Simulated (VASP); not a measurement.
Set up this calculation in VASP 6.6.1, as the native input.

| Property | Result |
| --- | --- |
| Task | single point |
| Functional | PBE |
| Potentials or basis | VASP PAW PBE potentials, release 64 (Te) |
| Cutoff | 520 eV |
| k mesh | 15 × 15 × 15 |
| Occupations | gaussian, width 0.15 eV |
| Spin | no spin polarisation |
| Dipole correction | no |
| Further INCAR settings | ALGO = Normal; EDIFF = 1e-06; NBANDS = 9 |

The structure of Te lies in POSCAR:

```
Te
1.0
    2.3759301549      1.3717439145      1.8063404991
   -2.3759301549      1.3717439145      1.8063404991
    0.0000000000     -2.7434878290      1.8063404992
Te
1
Direct
    0.5000000000      0.5000000000      0.5000000000
```

One way to write it, as run:

INCAR

```
ALGO     = Normal         # electronic algorithm
EDIFF    = 1E-6           # SCF threshold, eV
ENCUT    = 520            # plane-wave cutoff, eV
GGA      = PE             # functional
ISIF     = 2              # what is computed and relaxed
ISMEAR   = 0              # smearing method
LASPH    = T              # aspherical terms in the spheres
LCHARG   = F              # write CHGCAR
LREAL    = F              # projectors in reciprocal space
LWAVE    = F              # write WAVECAR
NBANDS   = 9              # bands
NELM     = 80             # most SCF steps
PREC     = Accurate       # precision mode
SIGMA    = 0.15           # smearing width, eV
```

KPOINTS

```
k-points
0
Gamma
  15 15 15
```

Potentials or basis: VASP PAW PBE potentials, release 64 (Te).

Launch:

```sh
$ cat potpaw_PBE.64/Te/POTCAR > POTCAR
$ mpirun -np 1 vasp_std > vasp.out
```

It gave:

```
Pressure               : -3.4 GPa
Band gap on the k mesh : zero (bands 3 and 4 overlap by 4.43 eV)
```

Caveat: the cell stands under tension; spin-orbit coupling is left out, which moves the levels of the heavy elements.

Run time: 16 s on 1 thread of Intel(R) Xeon(R) 6975P-C (Granite Rapids), on a shared host, peak memory 0.21 GiB.
